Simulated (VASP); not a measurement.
The system is Co2Si.

```
CELL_PARAMETERS angstrom
2.45626 -2.90824 0.00000
2.45626 2.90824 0.00000
0.00000 0.00000 3.04895
ATOMIC_POSITIONS crystal
Co 0.00000 0.50000 0.50000
Co 0.50000 0.00000 0.50000
Si 0.50000 0.50000 0.50000
```

| Property | Result |
| --- | --- |
| Program | VASP 6.6.1 |
| Task | relaxation of cell and atoms |
| Functional | PBE |
| Potentials or basis | VASP PAW PBE potentials, release 64 (Co, Si) |
| Cutoff | 600 eV |
| k mesh | 4 × 4 × 6 |
| Occupations | gaussian, width 0.1 eV |
| Spin | collinear spin, ferromagnetic start |
| Starting moments | [3.0, 3.0, 0.0] μB |

At the start: pressure 43.5 GPa; volume 14.52 Å³/atom.

Problem. How do energy, volume and symmetry change on relaxing?

Solution. Over 22 steps the energy falls by 1250.4 meV/atom and the volume is 14.96 Å³/atom (+3.0 %); space group Cmmm (No. 65, to 0.05 Å); moment 2.70 μB per cell.

Step by step:
| step | energy change (eV) | largest force (eV/Å) | pressure (GPa) | volume (Å³) |
| --- | --- | --- | --- | --- |
| 1 | 0.0000 | 0.0000 | 43.49 | 43.56 |
| 2 | -1.3755 | 0.0000 | -16.46 | 70.43 |
| 3 | -2.5264 | 0.0000 | -7.64 | 56.28 |
| 4 | -2.5302 | 0.0000 | -6.87 | 55.83 |
| 5 | -2.5305 | 0.0000 | -6.33 | 55.53 |
| 6 | -2.9434 | 0.0000 | -5.22 | 51.28 |
| 7 | -1.7984 | 0.0000 | 32.73 | 38.39 |
| 8 | -2.7642 | 0.0000 | -5.63 | 48.78 |
| 9 | -3.2009 | 0.0000 | 6.55 | 43.60 |
| 10 | -3.2489 | 0.0000 | 1.59 | 45.67 |
| 11 | -3.2503 | 0.0000 | 2.43 | 45.28 |
| 12 | -3.4294 | 0.0000 | 0.37 | 45.34 |
| 13 | -3.3821 | 0.0000 | 4.69 | 44.33 |
| 14 | -3.5372 | 0.0000 | 0.06 | 45.17 |
| 15 | -3.6546 | 0.0000 | -0.49 | 45.22 |
| 16 | -3.6989 | 0.0000 | -0.59 | 45.18 |
| 17 | -3.7015 | 0.0000 | -0.59 | 45.16 |
| 18 | -3.7308 | 0.0000 | -0.30 | 44.96 |
| 19 | -3.7502 | 0.0000 | 0.48 | 44.66 |
| 20 | -3.7504 | 0.0000 | 0.65 | 44.61 |
| 21 | -3.7504 | 0.0000 | 0.61 | 44.62 |
| 22 | -3.7513 | 0.0000 | -0.06 | 44.87 |

Final structure:
```
CELL_PARAMETERS angstrom
2.30180 -4.00446 0.00000
2.30180 4.00446 0.00000
0.00000 0.00000 2.43374
ATOMIC_POSITIONS crystal
Co 0.00000 0.50000 0.50000
Co 0.50000 0.00000 0.50000
Si 0.50000 0.50000 0.50000
```

Caveat: the k points lie up to 0.43 Å⁻¹ apart in the final cell.
